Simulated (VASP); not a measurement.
Wanted: the native input for a VASP 6.6.1 run.

| Item | Value |
| --- | --- |
| Task | single point |
| Functional | PBE |
| Potentials or basis | VASP PAW PBE potentials, release 64 (Mg, Ge_d, N) |
| Cutoff | 520 eV |
| k mesh | 10 × 10 × 10 |
| Occupations | gaussian, width 0.1 eV |
| Spin | no spin polarisation |
| Dipole correction | no |
| Further INCAR settings | ALGO = Normal; EDIFF = 1e-06; NBANDS = 20 |

The structure of Mg3GeN lies in POSCAR:

```
Mg3GeN
1.0
    4.0980233036      0.0000000000      0.0000000000
    0.0000000000      4.0980233036      0.0000000000
    0.0000000000      0.0000000000      4.0980233036
Mg Ge N
3 1 1
Direct
    0.5000000000      0.0000000000      0.0000000000
    0.0000000000      0.5000000000      0.0000000000
    0.0000000000      0.0000000000      0.5000000000
    0.5000000000      0.5000000000      0.5000000000
    0.0000000000      0.0000000000      0.0000000000
```

These files were run (other wordings do the same):

INCAR

```
  ALGO = Normal
  EDIFF = 1E-6
  ENCUT = 520
  GGA = PE
  ISIF = 2
  ISMEAR = 0
  LASPH = True
  LCHARG = False
  LREAL = False
  LWAVE = False
  NBANDS = 20
  NELM = 100
  PREC = Accurate
  SIGMA = 0.1
```

KPOINTS

```
k-points
0
Gamma
  10 10 10
```

Potentials or basis: VASP PAW PBE potentials, release 64 (Mg, Ge_d, N).

Launch:

```sh
$ cat potpaw_PBE.64/Mg/POTCAR potpaw_PBE.64/Ge_d/POTCAR potpaw_PBE.64/N/POTCAR > POTCAR
$ mpirun -np 1 vasp_std > vasp.out
```

It gave:

| Quantity | Value |
| --- | --- |
| Pressure | 12.8 GPa |
| Band gap on the k mesh | zero (an odd number of electrons rules out a gap without spin polarisation) |

Caveat: the cell stands under pressure.

It took 83 s on 1 thread of Intel Xeon 8259CL (shared host), peak memory 0.23 GiB.
